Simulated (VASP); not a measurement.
# CoSi2 (Fm-3m) in VASP: notebook, part 2 of 2

VASP 6.6.1.

## (4) Single point, PBE, collinear spin, ferromagnetic start

This run uses another cell than the first one, of 12.32 Å³/atom, 0.923 times its volume.

File INCAR:

```
ALGO = Normal ; EDIFF = 1E-7
ENCUT = 520 ; GGA = PE
ISIF = 2 ; ISMEAR = 0
ISPIN = 2 ; LASPH = T
LCHARG = F ; LMAXMIX = 4
LORBIT = 11 ; LREAL = F
LWAVE = F ; MAGMOM = 2.2 0 0
NBANDS = 20 ; NELM = 150
NUPDOWN = 2.2 ; PREC = Accurate
SIGMA = 0.15
```

File KPOINTS:

```
k-points
0
Gamma
  14 14 14
```

File POSCAR:

```
CoSi2
1.0
    0.0000000000      2.6439758734      2.6439758734
    2.6439758734      0.0000000000      2.6439758734
    2.6439758734      2.6439758734      0.0000000000
Co Si
1 2
Direct
    0.0000000000      0.0000000000      0.0000000000
    0.2500000000      0.2500000000      0.2500000000
    0.7500000000      0.7500000000      0.7500000000
```

Run with:

```sh
> cat potpaw_PBE.64/Co/POTCAR potpaw_PBE.64/Si/POTCAR > POTCAR
> mpirun -np 1 vasp_std > vasp.out
```

It took 2.3 min on 1 thread of AMD EPYC 7R13, shared host; peak memory 0.25 GiB.

The run converged. Its results:

- Free energy: -17.2476 eV
- Pressure: 24.9 GPa
- Net moment: 2.20 μB per cell
- Site moments: Co +1.35; Si +0.18 μB
- Valence electrons inside the program's atomic spheres: Co 8.88; Si 1.65

Caveat: the total moment is fixed, so each spin has its own Fermi level.

## (5) Single point, PBE, collinear spin, ferromagnetic start

This run uses another cell than the first one, of 12.32 Å³/atom, 0.923 times its volume.

File INCAR:

```
  PREC = Accurate
  ENCUT = 520
  EDIFF = 1E-6
  ISMEAR = 0
  SIGMA = 0.15
  LREAL = False
  LASPH = True
  NELM = 150
  ALGO = Normal
  ISIF = 2
  LWAVE = False
  LCHARG = False
  ISPIN = 2
  MAGMOM = 1.925 0 0
  LORBIT = 11
  NUPDOWN = 1.925
  LMAXMIX = 4
  GGA = PE
  NBANDS = 20
```

File KPOINTS:

```
regular mesh
0
Gamma
  14 14 14
```

POSCAR is that of step 4.

Potentials or basis: VASP PAW PBE potentials, release 64 (Co, Si).

Run with:

```sh
> cat potpaw_PBE.64/Co/POTCAR potpaw_PBE.64/Si/POTCAR > POTCAR
> mpirun -np 1 vasp_std > vasp.out
```

OUTCAR:

```text
PREC = Accurate
   ENCUT = 520
   EDIFF = 1E-6
   ISMEAR = 0
   LREAL = False
   LASPH = True
   NELM = 150
   ISIF = 2
   ISPIN = 2
   LORBIT = 11
   NUPDOWN = 1.925
   GGA = PE

 ion  position               nearest neighbor table
   1  0.000  0.000  0.000-   3 2.29   3 2.29   3 2.29   2 2.29   3 2.29   2 2.29   2 2.29   2 2.29

   2  0.250  0.250  0.250-   1 2.29   1 2.29   1 2.29   1 2.29   3 2.64   3 2.64   3 2.64   3 2.64
                             3 2.64   3 2.64
   3  0.750  0.750  0.750-   1 2.29   1 2.29   1 2.29   1 2.29   2 2.64   2 2.64   2 2.64   2 2.64
                             2 2.64   2 2.64

  LATTYP: Found a face centered cubic cell.
 ALAT       =     5.2879517468

  Lattice vectors:

 A1 = (   0.0000000000,   2.6439758734,   2.6439758734)
 A2 = (   2.6439758734,   0.0000000000,   2.6439758734)
 A3 = (   2.6439758734,   2.6439758734,   0.0000000000)

Analysis of symmetry for initial positions (statically):
=====================================================================
 Subroutine PRICEL returns:
 Original cell was already a primitive cell.

 Routine SETGRP: Setting up the symmetry group for a
 face centered cubic supercell.

 Subroutine GETGRP returns: Found 48 space group operations
 (whereof 48 operations were pure point group operations)
 out of a pool of 48 trial point group operations.

The static configuration has the point symmetry O_h .

Analysis of symmetry for dynamics (positions and initial velocities):
=====================================================================
 Subroutine PRICEL returns:
 Original cell was already a primitive cell.

 Routine SETGRP: Setting up the symmetry group for a
 face centered cubic supercell.

 Subroutine GETGRP returns: Found 48 space group operations
 (whereof 48 operations were pure point group operations)
 out of a pool of 48 trial point group operations.

The dynamic configuration has the point symmetry O_h .

Analysis of structural, dynamic, and magnetic symmetry:
=====================================================================
 Subroutine PRICEL returns:
 Original cell was already a primitive cell.

 Routine SETGRP: Setting up the symmetry group for a
 face centered cubic supercell.

 Subroutine GETGRP returns: Found 48 space group operations
 (whereof 48 operations were pure point group operations)
 out of a pool of 48 trial point group operations.

The overall configuration has the point symmetry O_h .

 Subroutine INISYM returns: Found 48 space group operations
 (whereof 48 operations are pure point group operations),
 and found     1 'primitive' translations

----------------------------------------------------------------------------------------

                                     Primitive cell

  volume of cell :      36.9660

  direct lattice vectors                    reciprocal lattice vectors
     0.000000000  2.643975873  2.643975873    -0.189109139  0.189109139  0.189109139
     2.643975873  0.000000000  2.643975873     0.189109139 -0.189109139  0.189109139
     2.643975873  2.643975873  0.000000000     0.189109139  0.189109139 -0.189109139

  length of vectors
     3.739146539  3.739146539  3.739146539     0.327546636  0.327546636  0.327546636

  position of ions in fractional coordinates (direct lattice)
     0.000000000  0.000000000  0.000000000
     0.250000000  0.250000000  0.250000000
[... 77 lines left out ...]
   ENCUT  =  520.0 eV  38.22 Ry    6.18 a.u.   6.95  6.95  6.95*2*pi/ulx,y,z
   NELM   =    150;   NELMIN=  2; NELMDL= -5     # of ELM steps
   EDIFF  = 0.1E-05   stopping-criterion for ELM
   LREAL  =      F    real-space projection
   EDIFFG = 0.1E-04   stopping-criterion for IOM
   NSW    =      0    number of steps for IOM
   IBRION =     -1    ionic relax: 0-MD 1-quasi-New 2-CG
   NFREE  =      0    steps in history (QN), initial steepest desc. (CG)
   ISIF   =      2    stress and relaxation
   ISYM   =      2    0-nonsym 1-usesym 2-fastsym
   POTIM  = 0.5000    time-step for ionic-motion
   TEBEG  =    0.0;   TEEND  =   0.0 temperature during run
   PSTRESS=    0.0 pullay stress
   NELECT =      17.0000    total number of electrons
   NUPDOWN=       1.9250    fix difference up-down
   EMIN   =  10.00;   EMAX   =-10.00  energy-range for DOS
   EFERMI =   0.00;   METHOD = LEGACY
   ISMEAR =     0;   SIGMA  =   0.15  broadening in eV -4-tet -1-fermi 0-gaus
   EFERMI_NEDOS =   21; number of points for ismear=-14 and -15
   IALGO  =     38    algorithm
   IMIX   =      4    mixing-type and parameters
     AMIX     =   0.40;   BMIX     =  1.00
     AMIX_MAG =   1.60;   BMIX_MAG =  1.00
  volume/ion in A,a.u.               =      12.32        83.15
  Fermi-wavevector in a.u.,A,eV,Ry     =   1.263641  2.387935 21.725622  1.596788
  Thomas-Fermi vector in A             =   2.396987
   LORBIT       =     11    0 simple, 1 ext, 2 COOP (PROOUT), +10 PAW based schemes
   GGA     = PE    functional components
   LHFCALC =     F    Hartree Fock is set to
   AEXX    =    0.0000 exact exchange contribution
   IVDW    =     0    specifies the selected vdW correction
   LEPSILON=     F    determine dielectric tensor
   LRPA    =     F    only Hartree local field effects (RPA)
 spin polarized calculation
 Gauss-broadening in eV      SIGMA  =   0.15
  energy-cutoff  :      520.00
  volume of cell :       36.97
 maximum number of plane-waves:      1010
   NGX = 13   NGY = 13   NGZ = 13

 number of electron      17.0000008 magnetization       1.9250001

 Free energy of the ion-electron system (eV)
  ---------------------------------------------------
  ext. energy  EPLUGINS =         0.00000000
  ---------------------------------------------------
  free energy    TOTEN  =       -17.64476275 eV

  energy without entropy =      -17.62320594  energy(sigma->0) =      -17.63398434

 E-fermi :   9.9089     XC(G=0): -11.9291

 val. band max:       12.6842538096   @ k =  -0.3571   0.2857   0.0714
 cond. band min:       9.9119446284   @ k =  -0.4286   0.2143   0.0000
 fundamental gap:     -2.7723091812
 Fermi energy:        12.6871492757

 spin component 1

 k-point     1 :       0.0000    0.0000    0.0000
  band No.  band energies     occupation
      1      -2.9990      1.00000
      2       5.9025      1.00000
      3       5.9025      1.00000
      4       5.9025      1.00000
      5       7.8802      1.00000
      6       7.8802      1.00000
[... 541 lines left out ...]
     19      25.3795      0.00000
     20      27.4522      0.00000

 [... further k-points ...]

 spin component 2

 k-point     1 :       0.0000    0.0000    0.0000
  band No.  band energies     occupation
      1      -2.5781      1.00000
      2       6.6263      1.00000
      3       6.6263      1.00000
      4       6.6263      1.00000
      5       8.8927      1.00000
      6       8.8927      1.00000
[... 541 lines left out ...]
     19      25.7997      0.00000
     20      27.9465      0.00000

 [... further k-points ...]

------------------------ aborting loop because EDIFF is reached ----------------------------------------

  FORCE on cell =-STRESS in cart. coord.  units (eV):
  Direction    XX          YY          ZZ          XY          YZ          ZX
  --------------------------------------------------------------------------------------
  -------------------------------------------------------------------------------------
  Total        5.0845211      5.0845211      5.0845211     -0.0000000      0.0000000      0.0000000
  in kB      220.3728963    220.3728963    220.3728963     -0.0000000      0.0000000      0.0000000
  external PRESSURE =     220.3728963 kB  Pullay stress =       0.0000000 kB

 VOLUME and BASIS-vectors are now :
 -----------------------------------------------------------------------------
  energy-cutoff  :      520.00
  volume of cell :       36.97
      direct lattice vectors                 reciprocal lattice vectors
     0.000000000  2.643975873  2.643975873    -0.189109139  0.189109139  0.189109139
     2.643975873  0.000000000  2.643975873     0.189109139 -0.189109139  0.189109139
     2.643975873  2.643975873  0.000000000     0.189109139  0.189109139 -0.189109139

 POSITION                                       TOTAL-FORCE (eV/Angst)
 -----------------------------------------------------------------------------------
      0.00000      0.00000      0.00000         0.000000      0.000000      0.000000
      1.32199      1.32199      1.32199         0.000000      0.000000      0.000000
      3.96596      3.96596      3.96596        -0.000000     -0.000000     -0.000000
 -----------------------------------------------------------------------------------
    total drift:                               -0.000000     -0.000000      0.000000

  FREE ENERGIE OF THE ION-ELECTRON SYSTEM (eV)
  ---------------------------------------------------
  free  energy   TOTEN  =       -17.6447627451 eV

  energy  without entropy=      -17.6232059430  energy(sigma->0) =      -17.63398434

 total charge

# of ion       s       p       d       tot
------------------------------------------
    1        0.565   0.752   7.584   8.901
    2        0.764   0.883   0.000   1.647
    3        0.764   0.883   0.000   1.647
--------------------------------------------------
tot          2.093   2.519   7.584  12.196

 magnetization (x)

# of ion       s       p       d       tot
------------------------------------------
    1        0.017   0.176   1.008   1.201
    2        0.059   0.098   0.000   0.157
    3        0.059   0.098   0.000   0.157
--------------------------------------------------
tot          0.135   0.372   1.008   1.515
```

stdout:

```text
POSCAR found type information on POSCAR CoSi
 POSCAR found :  2 types and       3 ions
 scaLAPACK will be used
 LDA part: xc-table for (Slater+PW92), standard interpolation
 POSCAR, INCAR and KPOINTS ok, starting setup
 FFT: planning ... GRIDC
 FFT: planning ... GRID_SOFT
 FFT: planning ... GRID
 WAVECAR not read
 entering main loop
```

It took 2 min on 1 thread of AMD EPYC 7R13, shared host; peak memory 0.25 GiB.

What came out:

| Item | Value |
| --- | --- |
| Free energy | -17.6448 eV |
| Pressure | 22.0 GPa |
| Net moment | 1.93 μB per cell |
| Site moments | Co +1.20; Si +0.16 μB |
| Valence electrons inside the program's atomic spheres | Co 8.90; Si 1.65 |

Caveat: the total moment is fixed, so each spin has its own Fermi level.

## (6) Single point, PBE, collinear spin, ferromagnetic start

This run uses another cell than the first one, of 12.32 Å³/atom, 0.923 times its volume.

File INCAR:

```
SYSTEM = CoSi2
PREC = Accurate ; ENCUT = 520
EDIFF = 1E-6 ; ISMEAR = 0
SIGMA = 0.15 ; LREAL = .FALSE.
LASPH = .TRUE. ; NELM = 150
ALGO = Normal ; ISIF = 2
LWAVE = .FALSE. ; LCHARG = .FALSE.
ISPIN = 2 ; MAGMOM = 0.275 0 0
LORBIT = 11 ; NUPDOWN = 0.275
LMAXMIX = 4 ; GGA = PE
NBANDS = 20
```

File KPOINTS:

```
regular mesh
0
G
  14 14 14
  0 0 0
```

POSCAR is that of step 5.

Potentials or basis: VASP PAW PBE potentials, release 64 (Co, Si).

Run with:

```sh
> cat potpaw_PBE.64/Co/POTCAR potpaw_PBE.64/Si/POTCAR > POTCAR
> mpirun -np 1 vasp_std > vasp.out
```

OUTCAR:

```text
SYSTEM = CoSi2
   PREC = Accurate
   ENCUT = 520
   EDIFF = 1E-6
   ISMEAR = 0
   LREAL = .FALSE.
   LASPH = .TRUE.
   NELM = 150
   ISIF = 2
   ISPIN = 2
   LORBIT = 11
   NUPDOWN = 0.275
   GGA = PE

 ion  position               nearest neighbor table
   1  0.000  0.000  0.000-   3 2.29   3 2.29   3 2.29   2 2.29   3 2.29   2 2.29   2 2.29   2 2.29

   2  0.250  0.250  0.250-   1 2.29   1 2.29   1 2.29   1 2.29   3 2.64   3 2.64   3 2.64   3 2.64
                             3 2.64   3 2.64
   3  0.750  0.750  0.750-   1 2.29   1 2.29   1 2.29   1 2.29   2 2.64   2 2.64   2 2.64   2 2.64
                             2 2.64   2 2.64

  LATTYP: Found a face centered cubic cell.
 ALAT       =     5.2879517468

  Lattice vectors:

 A1 = (   0.0000000000,   2.6439758734,   2.6439758734)
 A2 = (   2.6439758734,   0.0000000000,   2.6439758734)
 A3 = (   2.6439758734,   2.6439758734,   0.0000000000)

Analysis of symmetry for initial positions (statically):
=====================================================================
 Subroutine PRICEL returns:
 Original cell was already a primitive cell.

 Routine SETGRP: Setting up the symmetry group for a
 face centered cubic supercell.

 Subroutine GETGRP returns: Found 48 space group operations
 (whereof 48 operations were pure point group operations)
 out of a pool of 48 trial point group operations.

The static configuration has the point symmetry O_h .

Analysis of symmetry for dynamics (positions and initial velocities):
=====================================================================
 Subroutine PRICEL returns:
 Original cell was already a primitive cell.

 Routine SETGRP: Setting up the symmetry group for a
 face centered cubic supercell.

 Subroutine GETGRP returns: Found 48 space group operations
 (whereof 48 operations were pure point group operations)
 out of a pool of 48 trial point group operations.

The dynamic configuration has the point symmetry O_h .
[... 158 lines left out ...]
  ---------------------------------------------------
  free energy    TOTEN  =       -19.23425309 eV

  energy without entropy =      -19.22263420  energy(sigma->0) =      -19.22844365

 E-fermi :  10.4151     XC(G=0): -11.9239

 val. band max:       10.8439462037   @ k =  -0.3571   0.0714   0.0000
 cond. band min:      10.4300532355   @ k =   0.5000   0.1429   0.0714
 fundamental gap:     -0.4138929683
 Fermi energy:        10.8644474225

 spin component 1

 k-point     1 :       0.0000    0.0000    0.0000
  band No.  band energies     occupation
      1      -2.8375      1.00000
      2       6.3121      1.00000
      3       6.3121      1.00000
      4       6.3121      1.00000
      5       8.5039      1.00000
      6       8.5039      1.00000
[... 541 lines left out ...]
     19      25.5820      0.00000
     20      27.6469      0.00000

 [... further k-points ...]

 spin component 2

 k-point     1 :       0.0000    0.0000    0.0000
  band No.  band energies     occupation
      1      -2.7749      1.00000
      2       6.4137      1.00000
      3       6.4137      1.00000
      4       6.4137      1.00000
      5       8.6462      1.00000
      6       8.6462      1.00000
[... 541 lines left out ...]
     19      25.6241      0.00000
     20      27.7188      0.00000

 [... further k-points ...]

------------------------ aborting loop because EDIFF is reached ----------------------------------------

  FORCE on cell =-STRESS in cart. coord.  units (eV):
  Direction    XX          YY          ZZ          XY          YZ          ZX
  --------------------------------------------------------------------------------------
  -------------------------------------------------------------------------------------
  Total        1.8460840      1.8460840      1.8460840      0.0000000      0.0000000     -0.0000000
  in kB       80.0128221     80.0128221     80.0128221      0.0000000      0.0000000     -0.0000000
  external PRESSURE =      80.0128221 kB  Pullay stress =       0.0000000 kB

 VOLUME and BASIS-vectors are now :
 -----------------------------------------------------------------------------
  energy-cutoff  :      520.00
  volume of cell :       36.97
      direct lattice vectors                 reciprocal lattice vectors
     0.000000000  2.643975873  2.643975873    -0.189109139  0.189109139  0.189109139
     2.643975873  0.000000000  2.643975873     0.189109139 -0.189109139  0.189109139
     2.643975873  2.643975873  0.000000000     0.189109139  0.189109139 -0.189109139

 POSITION                                       TOTAL-FORCE (eV/Angst)
 -----------------------------------------------------------------------------------
      0.00000      0.00000      0.00000        -0.000000     -0.000000      0.000000
      1.32199      1.32199      1.32199         0.000000      0.000000      0.000000
      3.96596      3.96596      3.96596        -0.000000     -0.000000     -0.000000
 -----------------------------------------------------------------------------------
    total drift:                               -0.000000     -0.000000      0.000000

  FREE ENERGIE OF THE ION-ELECTRON SYSTEM (eV)
  ---------------------------------------------------
  free  energy   TOTEN  =       -19.2342530946 eV

  energy  without entropy=      -19.2226341976  energy(sigma->0) =      -19.22844365

 total charge

# of ion       s       p       d       tot
------------------------------------------
    1        0.561   0.768   7.633   8.962
    2        0.717   0.899   0.000   1.616
    3        0.717   0.899   0.000   1.616
--------------------------------------------------
tot          1.994   2.567   7.633  12.194

 magnetization (x)

# of ion       s       p       d       tot
------------------------------------------
    1        0.004   0.037   0.133   0.174
    2        0.002   0.018   0.000   0.019
    3        0.002   0.018   0.000   0.019
--------------------------------------------------
tot          0.007   0.072   0.133   0.212
```

OSZICAR:

```text
N       E                     dE             d eps       ncg     rms          rms(c)
DAV:   1     0.685136154194E+02    0.68514E+02   -0.64708E+03  8416   0.814E+02
DAV:   2    -0.160001537483E+02   -0.84514E+02   -0.73869E+02  8848   0.188E+02
DAV:   3    -0.205794737516E+02   -0.45793E+01   -0.44257E+01  9928   0.460E+01
DAV:   4    -0.206540289594E+02   -0.74555E-01   -0.74415E-01  9848   0.534E+00
DAV:   5    -0.206560926241E+02   -0.20637E-02   -0.20634E-02 10200   0.939E-01    0.150E+01
DAV:   6    -0.239694102910E+02   -0.33133E+01   -0.16898E+01  9404   0.812E+01    0.169E+01
DAV:   7    -0.192935483605E+02    0.46759E+01   -0.79778E+00 10060   0.634E+01    0.350E+00
DAV:   8    -0.192589086072E+02    0.34640E-01   -0.40019E-01  9520   0.322E+00    0.174E+00
DAV:   9    -0.192341728291E+02    0.24736E-01   -0.53419E-02  9916   0.394E+00    0.530E-01
DAV:  10    -0.192341008416E+02    0.71987E-04   -0.27582E-03 11992   0.598E-01    0.285E-01
DAV:  11    -0.192342921300E+02   -0.19129E-03   -0.39041E-04  9700   0.226E-01    0.746E-02
DAV:  12    -0.192342470954E+02    0.45035E-04   -0.19092E-04 10524   0.247E-01    0.220E-02
DAV:  13    -0.192342529485E+02   -0.58532E-05   -0.95009E-06  9432   0.191E-02    0.128E-02
DAV:  14    -0.192342530946E+02   -0.14607E-06   -0.48860E-06  9444   0.300E-02
   1 F= -.19234253E+02 E0= -.19228444E+02  d E =-.116189E-01  mag=     0.2750
```

stdout:

```text
POSCAR found type information on POSCAR CoSi
 POSCAR found :  2 types and       3 ions
 scaLAPACK will be used
 LDA part: xc-table for (Slater+PW92), standard interpolation
 POSCAR, INCAR and KPOINTS ok, starting setup
 FFT: planning ... GRIDC
 FFT: planning ... GRID_SOFT
 FFT: planning ... GRID
 WAVECAR not read
 entering main loop
```

Run time: 2.1 min. Hardware: 1 thread of AMD EPYC 7R13, shared host; peak memory 0.26 GiB.

What came out:

| Item | Value |
| --- | --- |
| Free energy | -19.2343 eV |
| Pressure | 8.0 GPa |
| Net moment | 0.28 μB per cell |
| Site moments | Co +0.17; Si +0.02 μB |
| Valence electrons inside the program's atomic spheres | Co 8.96; Si 1.62 |

Caveat: the total moment is fixed, so each spin has its own Fermi level.

## (7) Summary

```csv
fixed moment (μB),cell,pressure (GPa),moment (μB)
0.275,"a = 3.840 Å, angles 60.0°, 3 atoms",-6.3,0.28
1.375,"a = 3.840 Å, angles 60.0°, 3 atoms",1.0,1.38
2.2,"a = 3.739 Å, angles 60.0°, 3 atoms",24.9,2.20
1.925,"a = 3.739 Å, angles 60.0°, 3 atoms",22.0,1.93
0.275,"a = 3.739 Å, angles 60.0°, 3 atoms",8.0,0.28
```

Alike in all rows: task single point; level PBE; potentials or basis VASP PAW PBE potentials, release 64 (Co, Si); spin collinear, ferromagnetic start; k mesh 14 × 14 × 14; cutoff (eV) 520; smearing gaussian 0.15 eV.

Caveats: the total moment is fixed, so each spin has its own Fermi level.

Absolute energies hang on the potentials; compare differences alone.
